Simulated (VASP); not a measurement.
# Tl4Br (Im-3m) in VASP: further runs

Tl4Br is run at these levels: PBE; tasks: single point.

All numbers are computed with VASP 6.6.1; they aren't measurements. Logs are shortened: lines on timing, memory, paths and dates and some standing lists are left out, and cuts for length are marked.

### Step 1. The cell of the first run

Symmetry: Im-3m, No. 229, cubic system. The conventional cell has a = 6.093 Å, b = 6.093 Å, c = 6.093 Å, α = 90.00°, β = 90.00°, γ = 90.00°. Within 3.5 Å of Tl (site symmetry -3m) lie 2 Br at 2.64 Å and 6 Tl at 3.05 Å. Within 3.5 Å of Br (site symmetry m-3m) lie 8 Tl at 2.64 Å.

The cell was generated, and may not be a known phase.

### Step 2. Single point, PBE

INCAR reads:

```
  PREC = Accurate
  ENCUT = 520
  EDIFF = 1E-6
  ISMEAR = 0
  SIGMA = 0.1
  LREAL = False
  LASPH = True
  NELM = 80
  ALGO = Normal
  ISIF = 2
  LWAVE = False
  LCHARG = False
  GGA = PE
  NBANDS = 38
```

KPOINTS reads:

```
regular mesh
0
Gamma
  4 4 4
```

POSCAR reads:

```
Tl4Br
1.0
   -3.0466684300      3.0466684300      3.0466684300
    3.0466684300     -3.0466684300      3.0466684300
    3.0466684300      3.0466684300     -3.0466684300
Tl Br
4 1
Direct
    0.5000000000      0.5000000000      0.5000000000
    0.0000000000      0.0000000000      0.5000000000
    0.0000000000      0.5000000000      0.0000000000
    0.5000000000      0.0000000000      0.0000000000
    0.0000000000      0.0000000000      0.0000000000
```

Potentials or basis: VASP PAW PBE potentials, release 64 (Tl_d, Br).

On the command line:

```bash
cat potpaw_PBE.64/Tl_d/POTCAR potpaw_PBE.64/Br/POTCAR > POTCAR
mpirun -np 1 vasp_std > vasp.out
```

OUTCAR:

```text
PREC = Accurate
   ENCUT = 520
   EDIFF = 1E-6
   ISMEAR = 0
   LREAL = False
   LASPH = True
   NELM = 80
   ISIF = 2
   GGA = PE

 ion  position               nearest neighbor table
   1  0.500  0.500  0.500-   5 2.64   5 2.64   4 3.05   2 3.05   4 3.05   3 3.05   2 3.05   3 3.05

   2  0.000  0.000  0.500-   5 2.64   5 2.64   4 3.05   1 3.05   3 3.05   3 3.05   4 3.05   1 3.05

   3  0.000  0.500  0.000-   5 2.64   5 2.64   4 3.05   1 3.05   2 3.05   2 3.05   1 3.05   4 3.05

   4  0.500  0.000  0.000-   5 2.64   5 2.64   3 3.05   1 3.05   1 3.05   2 3.05   2 3.05   3 3.05

   5  0.000  0.000  0.000-   1 2.64   2 2.64   3 2.64   4 2.64   2 2.64   3 2.64   4 2.64   1 2.64

  LATTYP: Found a body centered cubic cell.
 ALAT       =     6.0933368600

  Lattice vectors:

 A1 = (  -3.0466684300,   3.0466684300,   3.0466684300)
 A2 = (   3.0466684300,  -3.0466684300,   3.0466684300)
 A3 = (   3.0466684300,   3.0466684300,  -3.0466684300)

Analysis of symmetry for initial positions (statically):
=====================================================================
 Subroutine PRICEL returns:
 Original cell was already a primitive cell.

 Routine SETGRP: Setting up the symmetry group for a
 body centered cubic supercell.

 Subroutine GETGRP returns: Found 48 space group operations
 (whereof 48 operations were pure point group operations)
 out of a pool of 48 trial point group operations.

The static configuration has the point symmetry O_h .

Analysis of symmetry for dynamics (positions and initial velocities):
=====================================================================
 Subroutine PRICEL returns:
 Original cell was already a primitive cell.

 Routine SETGRP: Setting up the symmetry group for a
 body centered cubic supercell.

 Subroutine GETGRP returns: Found 48 space group operations
 (whereof 48 operations were pure point group operations)
 out of a pool of 48 trial point group operations.

The dynamic configuration has the point symmetry O_h .

 Subroutine INISYM returns: Found 48 space group operations
 (whereof 48 operations are pure point group operations),
 and found     1 'primitive' translations

----------------------------------------------------------------------------------------

                                     Primitive cell

  volume of cell :     113.1190

  direct lattice vectors                    reciprocal lattice vectors
    -3.046668430  3.046668430  3.046668430     0.000000000  0.164113691  0.164113691
     3.046668430 -3.046668430  3.046668430     0.164113691  0.000000000  0.164113691
     3.046668430  3.046668430 -3.046668430     0.164113691  0.164113691  0.000000000

  length of vectors
     5.276984515  5.276984515  5.276984515     0.232091807  0.232091807  0.232091807

  position of ions in fractional coordinates (direct lattice)
     0.500000000  0.500000000  0.500000000
     0.000000000  0.000000000  0.500000000
     0.000000000  0.500000000  0.000000000
     0.500000000  0.000000000  0.000000000
     0.000000000  0.000000000  0.000000000

  ion indices of the primitive-cell ions
   primitive index   ion index
                 1           1
                 2           2
                 3           3
                 4           4
                 5           5

----------------------------------------------------------------------------------------

 KPOINTS: regular mesh

Automatic generation of k-mesh.
 Grid dimensions read from file:
 generate k-points for:    4    4    4

 Generating k-lattice:

  Cartesian coordinates                     Fractional coordinates (reciprocal lattice)
     0.000000000  0.041028423  0.041028423     0.250000000  0.000000000  0.000000000
     0.041028423  0.000000000  0.041028423     0.000000000  0.250000000  0.000000000
     0.041028423  0.041028423  0.000000000     0.000000000  0.000000000  0.250000000

  Length of vectors
     0.058022952  0.058022952  0.058022952

  Shift w.r.t. Gamma in fractional coordinates (k-lattice)
     0.000000000  0.000000000  0.000000000

 Subroutine IBZKPT returns following result:
 ===========================================

 Found      8 irreducible k-points:

 Following reciprocal coordinates:
            Coordinates               Weight
  0.000000  0.000000  0.000000      1.000000
  0.250000  0.000000  0.000000     12.000000
  0.500000  0.000000  0.000000      6.000000
  0.250000  0.250000  0.000000     24.000000
  0.250000  0.250000  0.250000      2.000000
 -0.250000  0.250000  0.250000      6.000000
  0.500000  0.500000  0.250000     12.000000
  0.500000  0.500000  0.500000      1.000000
   k-points           NKPTS =      8   k-points in BZ     NKDIM =      8   number of bands    NBANDS=     38
   number of dos      NEDOS =    301   number of ions     NIONS =      5
   total plane-waves  NPLWV =  64000
   dimension x,y,z NGX =    40 NGY =   40 NGZ =   40
   dimension x,y,z NGXF=    80 NGYF=   80 NGZF=   80
   ions per type =               4   1
   NGX,Y,Z   is equivalent  to a cutoff of  12.60, 12.60, 12.60 a.u.
   NGXF,Y,Z  is equivalent  to a cutoff of  25.20, 25.20, 25.20 a.u.
 SYSTEM =  unknown system
   PREC   = accura    normal or accurate (medium, high low for compatibility)
   ISTART =      0    job   : 0-new  1-cont  2-samecut
   ICHARG =      2    charge: 1-file 2-atom 10-const
   ISPIN  =      1    spin polarized calculation?
   LNONCOLLINEAR =      F non collinear calculations
   LSORBIT =      F    spin-orbit coupling
   LASPH  =      T    aspherical Exc in radial PAW
   ENCUT  =  520.0 eV  38.22 Ry    6.18 a.u.   9.81  9.81  9.81*2*pi/ulx,y,z
   NELM   =     80;   NELMIN=  2; NELMDL= -5     # of ELM steps
   EDIFF  = 0.1E-05   stopping-criterion for ELM
   LREAL  =      F    real-space projection
   EDIFFG = 0.1E-04   stopping-criterion for IOM
   NSW    =      0    number of steps for IOM
   IBRION =     -1    ionic relax: 0-MD 1-quasi-New 2-CG
   NFREE  =      0    steps in history (QN), initial steepest desc. (CG)
   ISIF   =      2    stress and relaxation
   ISYM   =      2    0-nonsym 1-usesym 2-fastsym
   POTIM  = 0.5000    time-step for ionic-motion
   TEBEG  =    0.0;   TEEND  =   0.0 temperature during run
   PSTRESS=    0.0 pullay stress
   NELECT =      59.0000    total number of electrons
   NUPDOWN=      -1.0000    fix difference up-down
   EMIN   =  10.00;   EMAX   =-10.00  energy-range for DOS
   EFERMI =   0.00;   METHOD = LEGACY
   ISMEAR =     0;   SIGMA  =   0.10  broadening in eV -4-tet -1-fermi 0-gaus
   EFERMI_NEDOS =   21; number of points for ismear=-14 and -15
   IALGO  =     38    algorithm
   IMIX   =      4    mixing-type and parameters
     AMIX     =   0.40;   BMIX     =  1.00
     AMIX_MAG =   1.60;   BMIX_MAG =  1.00
  volume/ion in A,a.u.               =      22.62       152.67
  Fermi-wavevector in a.u.,A,eV,Ry     =   1.317792  2.490266 23.627560  1.736577
  Thomas-Fermi vector in A             =   2.447808
   LORBIT       =      0    0 simple, 1 ext, 2 COOP (PROOUT), +10 PAW based schemes
   GGA     = PE    functional components
   LHFCALC =     F    Hartree Fock is set to
   AEXX    =    0.0000 exact exchange contribution
   IVDW    =     0    specifies the selected vdW correction
   LEPSILON=     F    determine dielectric tensor
   LRPA    =     F    only Hartree local field effects (RPA)
 non-spin polarized calculation
 Gauss-broadening in eV      SIGMA  =   0.10
  energy-cutoff  :      520.00
  volume of cell :      113.12
 maximum number of plane-waves:      3063
   NGX = 19   NGY = 19   NGZ = 19

 number of electron      59.0000022 magnetization

 Free energy of the ion-electron system (eV)
  ---------------------------------------------------
  ext. energy  EPLUGINS =         0.00000000
  ---------------------------------------------------
  free energy    TOTEN  =        -4.70162733 eV

  energy without entropy =       -4.68983817  energy(sigma->0) =       -4.69573275

 E-fermi :   8.5260     XC(G=0): -10.9605

 val. band max:        8.4889842210   @ k =   0.2500   0.0000   0.0000
 cond. band min:       8.6063281714   @ k =   0.5000   0.5000   0.5000
 fundamental gap:      0.1173439504
 Fermi energy:         8.5259753407

 k-point     1 :       0.0000    0.0000    0.0000
  band No.  band energies     occupation
      1     -10.4831      2.00000
      2      -4.1805      2.00000
      3      -4.1805      2.00000
      4      -3.7704      2.00000
      5      -3.7704      2.00000
      6      -3.7704      2.00000
[... 30 lines left out ...]
     37      17.4415      0.00000
     38      17.6420      0.00000

 k-point     2 :       0.2500    0.0000    0.0000
  band No.  band energies     occupation
      1     -10.3027      2.00000
      2      -4.1116      2.00000
      3      -4.0019      2.00000
      4      -3.9422      2.00000
      5      -3.7316      2.00000
      6      -3.6092      2.00000
[... 30 lines left out ...]
     37      15.0427      0.00000
     38      16.2486      0.00000

 k-point     3 :       0.5000    0.0000    0.0000
  band No.  band energies     occupation
      1     -10.0992      2.00000
      2      -4.4238      2.00000
      3      -3.9200      2.00000
      4      -3.8204      2.00000
      5      -3.7822      2.00000
      6      -3.6231      2.00000
[... 30 lines left out ...]
     37      15.1564      0.00000
     38      16.0609      0.00000

 k-point     4 :       0.2500    0.2500    0.0000
  band No.  band energies     occupation
      1     -10.1010      2.00000
      2      -4.2449      2.00000
      3      -4.0150      2.00000
      4      -3.8610      2.00000
      5      -3.7524      2.00000
      6      -3.6169      2.00000
[... 30 lines left out ...]
     37      14.9564      0.00000
     38      15.3567      0.00000

 k-point     5 :       0.2500    0.2500    0.2500
  band No.  band energies     occupation
      1     -10.0897      2.00000
      2      -3.9015      2.00000
      3      -3.9015      2.00000
      4      -3.9015      2.00000
      5      -3.3941      2.00000
      6      -3.3941      2.00000
[... 30 lines left out ...]
     37      14.2638      0.00000
     38      14.2638      0.00000

 k-point     6 :      -0.2500    0.2500    0.2500
  band No.  band energies     occupation
      1     -10.1159      2.00000
      2      -4.0999      2.00000
      3      -4.0981      2.00000
      4      -4.0981      2.00000
      5      -4.0141      2.00000
      6      -3.7017      2.00000
[... 30 lines left out ...]
     37      15.3411      0.00000
     38      15.7129      0.00000

 k-point     7 :       0.5000    0.5000    0.2500
  band No.  band energies     occupation
      1      -9.9029      2.00000
      2      -4.5212      2.00000
      3      -4.3082      2.00000
      4      -4.0627      2.00000
      5      -3.9569      2.00000
      6      -3.9383      2.00000
[... 30 lines left out ...]
     37      15.6584      0.00000
     38      16.0051      0.00000

 k-point     8 :       0.5000    0.5000    0.5000
  band No.  band energies     occupation
      1      -9.6759      2.00000
      2      -4.6228      2.00000
      3      -4.6228      2.00000
      4      -4.6228      2.00000
      5      -4.0281      2.00000
      6      -4.0281      2.00000
[... 30 lines left out ...]
     37      16.6496      0.00000
     38      16.6496      0.00000

------------------------ aborting loop because EDIFF is reached ----------------------------------------

  FORCE on cell =-STRESS in cart. coord.  units (eV):
  Direction    XX          YY          ZZ          XY          YZ          ZX
  --------------------------------------------------------------------------------------
  -------------------------------------------------------------------------------------
  Total       28.1382495     28.1382495     28.1382495     -0.0000000     -0.0000000      0.0000000
  in kB      398.5401588    398.5401588    398.5401588     -0.0000000     -0.0000000      0.0000000
  external PRESSURE =     398.5401588 kB  Pullay stress =       0.0000000 kB

 VOLUME and BASIS-vectors are now :
 -----------------------------------------------------------------------------
  energy-cutoff  :      520.00
  volume of cell :      113.12
      direct lattice vectors                 reciprocal lattice vectors
    -3.046668430  3.046668430  3.046668430     0.000000000  0.164113691  0.164113691
     3.046668430 -3.046668430  3.046668430     0.164113691  0.000000000  0.164113691
     3.046668430  3.046668430 -3.046668430     0.164113691  0.164113691  0.000000000

 POSITION                                       TOTAL-FORCE (eV/Angst)
 -----------------------------------------------------------------------------------
      1.52333      1.52333      1.52333         0.000000     -0.000000      0.000000
      1.52333      1.52333     -1.52333         0.000000      0.000000     -0.000000
      1.52333     -1.52333      1.52333        -0.000000     -0.000000      0.000000
     -1.52333      1.52333      1.52333        -0.000000     -0.000000     -0.000000
      0.00000      0.00000      0.00000        -0.000000      0.000000      0.000000
 -----------------------------------------------------------------------------------
    total drift:                                0.000000     -0.000000      0.000000

  FREE ENERGIE OF THE ION-ELECTRON SYSTEM (eV)
  ---------------------------------------------------
  free  energy   TOTEN  =        -4.7016273325 eV

  energy  without entropy=       -4.6898381719  energy(sigma->0) =       -4.69573275
```

It took 15 s on 1 thread of Intel Xeon 6975P-C (Granite Rapids), shared host; peak memory 0.24 GiB.

Results:

```yaml
Free_energy: -4.7016 eV
Pressure: 39.9 GPa
Band_gap_on_the_k_mesh: zero (an odd number of electrons rules out a gap without spin polarisation)
```

Levels at points of the mesh, in eV from the Fermi level:
```
           k point  band 26  band 27  band 28  band 29  band 30  band 31  band 32  band 33  band 34  band 35
(0.00, 0.00, 0.00)    -3.70    -3.70    -3.70    -0.79    -0.79    -0.79     3.72     3.72     3.72     4.25
(0.50, 0.00, 0.00)    -5.22    -1.59    -0.91    -0.57    -0.10     1.76     2.69     3.00     3.20     5.32
(0.50, 0.50, 0.50)    -3.83    -0.97    -0.97    -0.97     0.08     0.58     0.83     0.83     0.83     8.10
```

Caveat: the k points lie up to 0.36 Å⁻¹ apart, too coarse for converged energies and pressures of a metal; spin-orbit coupling is left out, which moves the levels of the heavy elements; an odd number of electrons without spin polarisation forces a metal; a magnetic or distorted state may lie lower.

### Step 3. Single point, PBE

This run uses another cell than the first one, of 39.94 Å³/atom.

INCAR reads:

```
PREC = Accurate ; ENCUT = 520
EDIFF = 1E-7 ; ISMEAR = 0
SIGMA = 0.1 ; LREAL = F
LASPH = T ; NELM = 80
ALGO = Normal ; ISIF = 2
LWAVE = F ; LCHARG = F
GGA = PE ; NBANDS = 38
```

KPOINTS is that of step 2.

POSCAR: that of step 2 with these lines changed.

```diff
@@ -2,5 +2,5 @@
 1.0
-   -3.0466684300      3.0466684300      3.0466684300
-    3.0466684300     -3.0466684300      3.0466684300
-    3.0466684300      3.0466684300     -3.0466684300
+   -3.6823183138      3.6823183138      3.6823183138
+    3.6823183138     -3.6823183138      3.6823183138
+    3.6823183138      3.6823183138     -3.6823183138
 Tl Br
```

Potentials or basis: VASP PAW PBE potentials, release 64 (Tl_d, Br).

On the command line:

```bash
cat potpaw_PBE.64/Tl_d/POTCAR potpaw_PBE.64/Br/POTCAR > POTCAR
mpirun -np 1 vasp_std > vasp.out
```

Run time: 28 s. Hardware: 1 thread of Intel Xeon 6975P-C (Granite Rapids), shared host; peak memory 0.33 GiB.

It converged, with:

```
Free energy            : -10.9131 eV
Pressure               : 0.1 GPa
Band gap on the k mesh : zero (an odd number of electrons rules out a gap without spin polarisation)
```

Levels at points of the mesh, in eV from the Fermi level:
```tsv
k point	band 28	band 29	band 30	band 31	band 32	band 33
(0.00, 0.00, 0.00)	-5.04	-0.21	-0.21	-0.21	2.01	2.01
(0.50, 0.00, 0.00)	-2.81	-0.33	0.07	1.18	1.33	1.67
(0.50, 0.50, 0.50)	-2.74	-1.87	-1.87	-0.24	0.86	0.86
```

Caveat: spin-orbit coupling is left out, which moves the levels of the heavy elements; an odd number of electrons without spin polarisation forces a metal; a magnetic or distorted state may lie lower.

The gap in the log of VASP goes by the Fermi energy; the results here count the filled bands.